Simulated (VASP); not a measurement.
# Tm3C2: relaxation of cell and atoms with PBE

Crystal: Tm3C2.

```xyz
5
Lattice="3.5259 0.0000 0.0000 0.0000 3.5259 0.0000 0.0000 0.0000 7.2071" Properties=species:S:1:pos:R:3 pbc="T T T"
Tm    0.0000    1.7629    2.6324
Tm    1.7629    0.0000    4.5747
Tm    1.7629    1.7629    0.0000
C     1.7629    0.0000    1.8894
C     0.0000    1.7629    5.3177
```

The cell was generated, and may not be a known phase.

```json
{
 "Program": "VASP 6.6.1",
 "Task": "relaxation of cell and atoms",
 "Functional": "PBE",
 "Potentials or basis": "VASP PAW PBE potentials, release 64 (Tm_3, C), 4f in core",
 "Cutoff": "600 eV",
 "k mesh": "6 × 6 × 4",
 "Occupations": "gaussian, width 0.1 eV",
 "Spin": "no spin polarisation",
 "Dipole correction": "no",
 "Further INCAR settings": "ALGO = Normal; EDIFF = 1e-07; IBRION = 2; EDIFFG = -0.04; NSW = 90; ISIF = 3"
}
```

| Quantity | Value |
| --- | --- |
| Relaxed volume | 17.35 Å³/atom |
| Relaxed cell | a = 3.520 Å, b = 3.520 Å, c = 7.004 Å, α = 90.00°, β = 90.00°, γ = 90.00° |
| Space group after relaxing (to 0.1 Å) | P-4m2 (No. 115) |
| Energy gained by relaxing | 53.3 meV/atom |
| Ionic steps | 10 |
| Pressure after relaxing | -0.3 GPa |
| Largest force after relaxing | 0.021 eV/Å |
| Band gap on the k mesh | zero (an odd number of electrons rules out a gap without spin polarisation) |

Forces in eV/Å, atoms in the order of the input:
```
Tm   0.000  0.000  0.005
Tm   0.000  0.000 -0.005
Tm   0.000  0.000  0.000
C    0.000  0.000  0.021
C    0.000  0.000 -0.021
```

Stress tensor (GPa, compression positive):
```
-0.22  0.00  0.00
 0.00 -0.22  0.00
 0.00  0.00 -0.33
```

The path:
| step | energy change (eV) | largest force (eV/Å) | pressure (GPa) | volume (Å³) |
| --- | --- | --- | --- | --- |
| 1 | 0.0000 | 1.0011 | -3.93 | 89.60 |
| 2 | -0.1709 | 0.4334 | 2.18 | 83.98 |
| 3 | -0.1710 | 0.4123 | 2.40 | 83.79 |
| 4 | -0.2197 | 0.3482 | 0.16 | 85.49 |
| 5 | -0.2204 | 0.3380 | -0.13 | 85.70 |
| 6 | -0.2359 | 0.2740 | -0.13 | 85.84 |
| 7 | -0.2633 | 0.0905 | 0.04 | 86.26 |
| 8 | -0.2657 | 0.0919 | 0.17 | 86.44 |
| 9 | -0.2659 | 0.0865 | 0.14 | 86.40 |
| 10 | -0.2665 | 0.0210 | -0.26 | 86.77 |

Final structure:
```
CELL_PARAMETERS angstrom
3.51990 0.00000 0.00000
0.00000 3.51990 0.00000
0.00000 0.00000 7.00365
ATOMIC_POSITIONS crystal
Tm 0.00000 0.50000 0.35290
Tm 0.50000 0.00000 0.64710
Tm 0.50000 0.50000 0.00000
C 0.50000 0.00000 0.28596
C 0.00000 0.50000 0.71404
```

Levels at points of the mesh, in eV from the Fermi level:
| k point | band 13 | band 14 | band 15 | band 16 | band 17 | band 18 | band 19 | band 20 | band 21 |
| --- | --- | --- | --- | --- | --- | --- | --- | --- | --- |
| (0.00, 0.00, 0.00) | -1.90 | -1.06 | -0.79 | -0.79 | -0.28 | -0.08 | 0.46 | 0.46 | 1.97 |
| (0.50, 0.00, 0.00) | -4.11 | -2.27 | -2.11 | -2.00 | -1.56 | -0.39 | 0.33 | 2.14 | 2.46 |
| (0.50, 0.50, 0.00) | -2.50 | -2.03 | -2.03 | -1.46 | -1.44 | -0.26 | -0.21 | 1.82 | 1.82 |
| (0.00, 0.00, 0.50) | -2.52 | -0.47 | -0.45 | -0.45 | 0.02 | 0.10 | 0.10 | 0.54 | 2.14 |
| (0.50, 0.00, 0.50) | -4.03 | -2.42 | -2.01 | -1.87 | -1.61 | 0.36 | 0.60 | 2.30 | 3.06 |
| (0.50, 0.50, 0.50) | -2.73 | -1.52 | -1.52 | -1.18 | -1.15 | 0.17 | 0.18 | 1.02 | 1.02 |

Wall time 3.9 min on 1 thread of Intel(R) Xeon(R) 6975P-C (Granite Rapids), on a shared host, peak memory 0.24 GiB.

Caveat: spin-orbit coupling is left out, which moves the levels of the heavy elements; the 4f electrons are frozen in the core, so they carry no moment and show no levels. Spin polarisation is off, so any magnetic state and its effect on volume and gap are missing.
